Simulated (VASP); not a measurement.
The system is Si.

```
Si
1.0
     3.95916    0.00000    0.00000
    -1.97958    3.42873    0.00000
     0.00000    0.00000    3.12324
Si
2
Direct
  0.33333 0.66667 0.00000
  0.66667 0.33333 0.00000
```

This isn't the form of Si at room conditions, which is diamond.

| Item | Value |
| --- | --- |
| Program | VASP 6.6.1 |
| Task | relaxation of cell and atoms |
| Functional | PBE |
| Dispersion | D3(BJ) |
| Potentials or basis | VASP PAW PBE potentials, release 64 (Si) |
| Cutoff | 600 eV |
| k mesh | 12 × 12 × 14 |
| Occupations | gaussian, width 0.1 eV |
| Spin | no spin polarisation |

At the start: pressure 0.2 GPa; volume 21.20 Å³/atom.

**Question.** Where does the relaxation end?

**Answer.** Over 20 steps the energy falls by 82.0 meV/atom and the volume is 18.89 Å³/atom (-10.9 %); space group P6/mmm (No. 191, to 0.1 Å) before and after.

Step by step:
| step | energy change (eV) | largest force (eV/Å) | pressure (GPa) | volume (Å³) |
| --- | --- | --- | --- | --- |
| 1 | 0.0000 | 0.0000 | 0.20 | 42.40 |
| 2 | -0.0134 | 0.0000 | -0.31 | 42.55 |
| 3 | -0.0155 | 0.0000 | -0.52 | 42.63 |
| 4 | -0.0157 | 0.0000 | -0.55 | 42.64 |
| 5 | -0.0164 | 0.0000 | -0.61 | 42.67 |
| 6 | -0.0193 | 0.0000 | -0.93 | 42.73 |
| 7 | -0.0203 | 0.0000 | -2.31 | 42.83 |
| 8 | -0.0214 | 0.0000 | -1.56 | 42.79 |
| 9 | -0.0540 | 0.0000 | -3.14 | 41.13 |
| 10 | -0.1443 | 0.0000 | 3.93 | 36.28 |
| 11 | -0.1477 | 0.0000 | -0.01 | 37.92 |
| 12 | -0.1526 | 0.0000 | 1.47 | 37.24 |
| 13 | -0.1549 | 0.0000 | 2.63 | 36.75 |
| 14 | -0.1552 | 0.0000 | 2.32 | 36.88 |
| 15 | -0.1617 | 0.0000 | 1.34 | 37.24 |
| 16 | -0.1633 | 0.0000 | 0.60 | 37.52 |
| 17 | -0.1639 | 0.0000 | 0.33 | 37.64 |
| 18 | -0.1641 | 0.0000 | 0.06 | 37.76 |
| 19 | -0.1641 | 0.0000 | 0.09 | 37.75 |
| 20 | -0.1641 | 0.0000 | 0.03 | 37.77 |

Final structure:
```yaml
crystal:
  lattice:
    - [4.08269, 0.00000, 0.00000]
    - [-2.04135, 3.53571, 0.00000]
    - [0.00000, 0.00000, 2.61653]
  atoms:
    - { symbol: Si, position: [0.33333, 0.66667, 0.00000] }
    - { symbol: Si, position: [0.66667, 0.33333, 0.00000] }
```

Caveat: a cell axis changed by over 15 % at a fixed basis, so the end point is rough.
